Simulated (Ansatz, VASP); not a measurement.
AlN: VASP beside Ansatz

INCAR

```
ALGO = Normal
EDIFF = 1E-6
ENCUT = 600
GGA = PS
GGA_COMPAT = F
ISIF = 2
ISMEAR = 0
LASPH = T
LCHARG = T
LELF = T
LREAL = F
LVHAR = T
LWAVE = F
NBANDS = 16
NELM = 120
PREC = Accurate
SIGMA = 0.05
```

File KPOINTS:

```
k-points
0
Gamma
  12 12 6
```

File POSCAR:

```
AlN
1.0
    3.2043322161      0.0000000000      0.0000000000
   -1.6021661081      2.7750331013      0.0000000000
    0.0000000000      0.0000000000      5.0526700000
Al N
2 2
Direct
    0.3333333333      0.6666666667      0.0000000000
    0.6666666667      0.3333333333      0.5000000000
    0.3333333333      0.6666666667      0.3850000000
    0.6666666667      0.3333333333      0.8850000000
```

Input for Ansatz:

```yaml
crystal:
  lattice:
    - [3.2043322161, 0.0, 0.0]
    - [-1.6021661081, 2.7750331013, 0.0]
    - [0.0, 0.0, 5.05267]
  atoms:
    - { symbol: Al, position: [0.3333333333, 0.6666666667, 0.0] }
    - { symbol: Al, position: [0.6666666667, 0.3333333333, 0.5] }
    - { symbol: "N", position: [0.3333333333, 0.6666666667, 0.385] }
    - { symbol: "N", position: [0.6666666667, 0.3333333333, 0.885] }
basis:
  ecutwfc: 420
kpoints:
  mp_grid: { grid: [12, 12, 6] }
hamiltonian:
  xc: pbesol
scf:
  occupations: { method: gaussian, width: 0.05 }
output:
  forces: true
  stress: true
  eigenvalues: true
```

Change from the starting cell: strain +0.030 along x and y, +0.015 along z, atoms carried along.

Alike in both runs: task single point; functional PBEsol; k mesh 12 × 12 × 6; occupations gaussian, width 0.05 eV; no spin polarisation.

|  | VASP | Ansatz |
| --- | --- | --- |
| version | VASP 6.6.1 | Ansatz 0.2.0 |
| potentials or method | VASP PAW PBE potentials, release 64 (Al, N), cutoff 600 eV | scalar-relativistic, plane waves, PAW |
| valence electrons in the cell | 16 | 16 |

Ansatz gave:

```
gap on the k mesh at the Fermi level (eV)                     : 3.41
least direct gap on the mesh (eV)                             : 3.41
pressure (GPa)                                                : -12.6
traceless stress, the component that is largest in VASP (GPa) : 2.81
rms of the force components (eV/Å)                            : 0.034
```

Problem. Which values does VASP return?

Solution. gap on the k mesh at the Fermi level (eV): 3.42; least direct gap on the mesh (eV): 3.42; pressure (GPa): -12.9; traceless stress, the component that is largest in VASP (GPa): 2.84; rms of the force components (eV/Å): 0.034.

VASP's potentials were made for PBE, not for PBEsol. Atom by atom the forces differ by 0.001 eV/Å (rms over components).
